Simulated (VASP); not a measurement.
Au, 12 atoms in the cell. The cell holds a slab with vacuum, 12 atoms: a = 5.293 Å, b = 5.680 Å, c = 28.932 Å, α = 90.00°, β = 90.00°, γ = 90.00°. 

```yaml
Program: VASP 6.6.1
Task: single point
Functional: PBE
Potentials_or_basis: VASP PAW PBE potentials, release 64 (Au)
Cutoff: 520 eV
k_mesh: 7 × 6 × 1
Occupations: gaussian, width 0.1 eV
Spin: no spin polarisation
Dipole_correction: yes
Further_INCAR_settings: ALGO = Fast; EDIFF = 1e-07; NBANDS = 78
```

Potentials or basis: VASP PAW PBE potentials, release 64 (Au).

Run with:

```console
$ cat potpaw_PBE.64/Au/POTCAR > POTCAR
$ mpirun -np 4 vasp_std > vasp.out
```

Hardware: 4 MPI ranks on Oxide Virtual Turin-like Processor, on a shared host.

**Question.** How long does it take, and how much memory?

**Answer.** Run time: 18 min on 4 MPI ranks on Oxide Virtual Turin-like Processor, on a shared host, peak memory 1.4 GiB a rank. Counts: scf iterations 24, k points 22.
